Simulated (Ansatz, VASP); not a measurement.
Li3TeH: VASP beside Ansatz

```
Li Te H
1.0
     4.19814    0.00000    0.00000
     0.00000    4.19814    0.00000
     0.00000    0.00000    4.19814
Li Te H
3 1 1
Direct
  0.50000 0.00000 0.50000
  0.00000 0.50000 0.50000
  0.50000 0.50000 0.00000
  0.00000 0.00000 0.00000
  0.50000 0.50000 0.50000
```

Alike in both runs: functional r2SCAN; k mesh 6 × 6 × 6; occupations gaussian, width 0.02 eV; no spin polarisation.

Ansatz relaxed the structure, and its values are those at the end. VASP's run is a single point on that final structure, the one shown.

|  | VASP | Ansatz |
| --- | --- | --- |
| version | VASP 6.6.1 | Ansatz 0.2.0 |
| potentials or method | VASP PAW PBE potentials, release 64 (Li_sv, Te, H), cutoff 520 eV | scalar-relativistic, plane waves, PAW |
| valence electrons in the cell | 16 | 26 |

```tsv
	VASP	Ansatz	Ansatz less VASP
gap on the k mesh at the Fermi level (eV)	3.53	3.41	-0.113
least direct gap on the mesh (eV)	4.41	4.43	+0.019
```

VASP's potentials were made for PBE, not for r2SCAN. With one functional, cell and mesh, what is left measures potentials, basis and numerics. VASP's potentials hold 16 valence electrons a cell and Ansatz's 26, so a difference there can come from the potentials and not from the codes.

Neither program's run includes spin-orbit coupling. Noted on VASP's run: the cutoff is short for stress, so the pressure is rough.
